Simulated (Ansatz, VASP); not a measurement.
HgRuPt3: VASP beside Ansatz

```
Hg Ru Pt
1.0
     4.74192    0.00000    0.00000
     0.00000    4.74192    0.00000
     0.00000    0.00000    5.51293
Hg Ru Pt
1 1 3
Direct
  0.50000 0.50000 0.19961
  0.00000 0.00000 0.40849
  0.50000 0.50000 0.71911
  0.00000 0.50000 0.56640
  0.50000 0.00000 0.56640
```

Alike in both runs: functional PBE; k mesh 8 × 8 × 8; occupations gaussian, width 0.1 eV; no spin polarisation.

Ansatz relaxed the structure, and its values are those at the end. VASP's run is a single point on that final structure, the one shown.

```csv
,VASP,Ansatz
version,VASP 6.6.1,Ansatz 0.2.0
potentials or method,"VASP PAW PBE potentials, release 64 (Hg, Ru_pv, Pt), cutoff 520 eV","scalar-relativistic, plane waves, PAW"
valence electrons in the cell,56,90
```

```csv
,VASP,Ansatz,Ansatz less VASP
gap on the k mesh at the Fermi level (eV),none,none,-
pressure (GPa),-0.1,0.0,+0.07
rms of the force components (eV/Å),0.020,0.002,-0.0175
```

A gap of «none» marks a metal or a gap that the smearing closes. With one functional, cell and mesh, what is left measures potentials, basis and numerics. VASP's potentials hold 56 valence electrons a cell and Ansatz's 90, so a difference there can come from the potentials and not from the codes.

Spin-orbit coupling is off throughout.
